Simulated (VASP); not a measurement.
# SnO2 in VASP: further runs, part 2 of 2

VASP 6.6.1.

**5. Single point, PBE (atoms moved at random and the cell strained at random)**

The input, INCAR:

```
PREC = Accurate
ENCUT = 520
EDIFF = 1E-6
ISMEAR = 0
SIGMA = 0.05
LREAL = False
LASPH = True
NELM = 60
ALGO = Normal
ISIF = 2
LWAVE = False
LCHARG = True
GGA = PE
LELF = True
LVHAR = True
NBANDS = 35
```

The input, KPOINTS:

```
Automatic mesh
0
Gamma
  6 6 10
```

The input, POSCAR:

```
SnO2
1.0
    4.8302343444     -0.0182484218     -0.0001690413
   -0.0182484218      4.8574878240      0.0148460655
   -0.0001133847      0.0099580158      3.2753051032
Sn O
2 4
Direct
    0.0020572468      0.0090815663     -0.0146859325
    0.4947265693      0.4987296639      0.5038131230
    0.3065791254      0.3079325991      0.0145546678
    0.8171730895      0.1877766580      0.4962377191
    0.1889681891      0.8021478748      0.5096824679
    0.6904957800      0.6943316380     -0.0096020452
```

Potentials or basis: VASP PAW PBE potentials, release 64 (Sn_d, O).

Run with:

```console
$ cat potpaw_PBE.64/Sn_d/POTCAR potpaw_PBE.64/O/POTCAR > POTCAR
$ mpirun -np 1 vasp_std > vasp.out
```

OUTCAR:

```text
PREC = Accurate
   ENCUT = 520
   EDIFF = 1E-6
   ISMEAR = 0
   LREAL = False
   LASPH = True
   NELM = 60
   ISIF = 2
   GGA = PE

 ion  position               nearest neighbor table
   1  0.002  0.009  0.985-   4 2.03   3 2.06   5 2.07   4 2.09   6 2.14   5 2.18   2 3.70
   2  0.495  0.499  0.504-   3 2.06   6 2.08   5 2.09   3 2.11   6 2.14   4 2.18   1 3.70
   3  0.307  0.308  0.015-   1 2.06   2 2.06   2 2.11
   4  0.817  0.188  0.496-   1 2.03   1 2.09   2 2.18
   5  0.189  0.802  0.510-   1 2.07   2 2.09   1 2.18
   6  0.690  0.694  0.990-   2 2.08   1 2.14   2 2.14
[... 1123 lines left out ...]
  -------------------------------------------------------------------------------------
  Total       -0.3605199     -0.7383231     -1.3743469      0.5889670      0.0144329      0.3463140
  in kB       -7.5165468    -15.3934353    -28.6540142     12.2794824      0.3009144      7.2203657
  external PRESSURE =     -17.1879988 kB  Pullay stress =       0.0000000 kB

 VOLUME and BASIS-vectors are now :
 -----------------------------------------------------------------------------
  energy-cutoff  :      520.00
  volume of cell :       76.85
      direct lattice vectors                 reciprocal lattice vectors
     4.830234344 -0.018248422 -0.000169041     0.207032231  0.000777756  0.000004802
    -0.018248422  4.857487824  0.014846066     0.000777756  0.205872566 -0.000625894
    -0.000113385  0.009958016  3.275305103     0.000007160 -0.000933124  0.305317905

 POSITION                                       TOTAL-FORCE (eV/Angst)
 -----------------------------------------------------------------------------------
      0.00966      0.05389      3.22734        -0.080059     -1.238504      0.956614
      2.38049      2.41856      1.65746         0.667058      0.462812     -0.027529
      1.47523      1.49033      0.05219         0.166532     -0.081623     -0.400569
      3.94365      0.90215      1.62798        -0.883386      0.853216     -0.358035
      0.89806      3.89805      1.68124         0.112443      0.089396     -0.562604
      3.32247      3.36997      3.25405         0.017412     -0.085297      0.392123
 -----------------------------------------------------------------------------------
    total drift:                               -0.001033      0.000455      0.000495

  FREE ENERGIE OF THE ION-ELECTRON SYSTEM (eV)
  ---------------------------------------------------
  free  energy   TOTEN  =       -37.1786959593 eV

  energy  without entropy=      -37.1786959593  energy(sigma->0) =      -37.17869596
```

OSZICAR:

```text
N       E                     dE             d eps       ncg     rms          rms(c)
DAV:   1     0.636951986994E+03    0.63695E+03   -0.25480E+04 14134   0.228E+03
DAV:   2     0.585899204644E+02   -0.57836E+03   -0.54560E+03 13947   0.606E+02
DAV:   3    -0.381427978073E+02   -0.96733E+02   -0.94887E+02 14144   0.207E+02
DAV:   4    -0.432072630484E+02   -0.50645E+01   -0.50268E+01 16193   0.514E+01
DAV:   5    -0.433410387679E+02   -0.13378E+00   -0.13355E+00 16065   0.886E+00    0.156E+01
DAV:   6    -0.371142136915E+02    0.62268E+01   -0.17837E+01 20578   0.657E+01    0.600E+00
DAV:   7    -0.372119516714E+02   -0.97738E-01   -0.20475E+00 14669   0.803E+00    0.317E+00
DAV:   8    -0.371861149700E+02    0.25837E-01   -0.20019E-01 19171   0.389E+00    0.750E-01
DAV:   9    -0.371776855542E+02    0.84294E-02   -0.34618E-02 21026   0.276E+00    0.127E-01
DAV:  10    -0.371784961428E+02   -0.81059E-03   -0.43140E-03 14422   0.491E-01    0.809E-02
DAV:  11    -0.371786777168E+02   -0.18157E-03   -0.19855E-04 17708   0.121E-01    0.258E-02
DAV:  12    -0.371786963095E+02   -0.18593E-04   -0.29921E-05 14950   0.384E-02    0.878E-03
DAV:  13    -0.371786959593E+02    0.35025E-06   -0.16367E-06 12693   0.116E-02
   1 F= -.37178696E+02 E0= -.37178696E+02  d E =-.527742E-12
```

stdout:

```text
POSCAR found type information on POSCAR SnO
 POSCAR found :  2 types and       6 ions
 scaLAPACK will be used
 LDA part: xc-table for (Slater+PW92), standard interpolation
 POSCAR, INCAR and KPOINTS ok, starting setup
 FFT: planning ... GRIDC
 FFT: planning ... GRID_SOFT
 FFT: planning ... GRID
 WAVECAR not read
 entering main loop
```

Run time: 5.3 min. Hardware: 1 thread of Intel Xeon Platinum 8259CL at 2.50GHz (Skylake/Cascade Lake), shared host; peak memory 0.45 GiB.

What came out:

| Quantity | Value |
| --- | --- |
| Free energy | -37.1787 eV |
| Pressure | -1.7 GPa |
| Largest force | 1.567 eV/Å |
| Band gap on the k mesh | 0.45 eV, direct |

Forces on the atoms (eV/Å):
```
Sn  -0.080 -1.239  0.957
Sn   0.667  0.463 -0.028
O    0.167 -0.082 -0.401
O   -0.883  0.853 -0.358
O    0.112  0.089 -0.563
O    0.017 -0.085  0.392
```

Caveat: the cell differs from its parent crystal (atoms moved at random and the cell strained at random); spin-orbit coupling is left out, which moves the levels of the heavy elements; forces of over 1 eV/Å act on the atoms, so gaps and moduli don't describe the material at rest.

**6. Overview**

```tsv
task	cell	cutoff (eV)	gap on the mesh (eV)	pressure (GPa)	largest force (eV/Å)
relaxation of shape and atoms at fixed volume	relaxed from a = 5.017, b = 5.017, c = 3.298 Å, 6 atoms	600	-	-11.7	-
single point	a = 4.828, b = 4.828, c = 3.238 Å, 6 atoms	520	0.62	0.4	1.20
single point	a = 4.830, b = 4.858, c = 3.275 Å, angles 89.7, 90.0, 90.4°, 6 atoms	520	0.45	-1.7	1.57
```

Some of these runs hold the atoms at other places in the same cell, which the table doesn't show; runs alike in all that it shows share one row.

Alike in all rows: level PBE; potentials or basis VASP PAW PBE potentials, release 64 (Sn_d, O); no spin polarisation; k mesh 6 × 6 × 10; smearing gaussian 0.05 eV.

Caveats: spin-orbit coupling is left out, which moves the levels of the heavy elements; forces of over 1 eV/Å act on the atoms, so gaps and moduli don't describe the material at rest (some runs).

Total energies depend on the potentials used, so only differences within one code and one set of settings carry meaning.
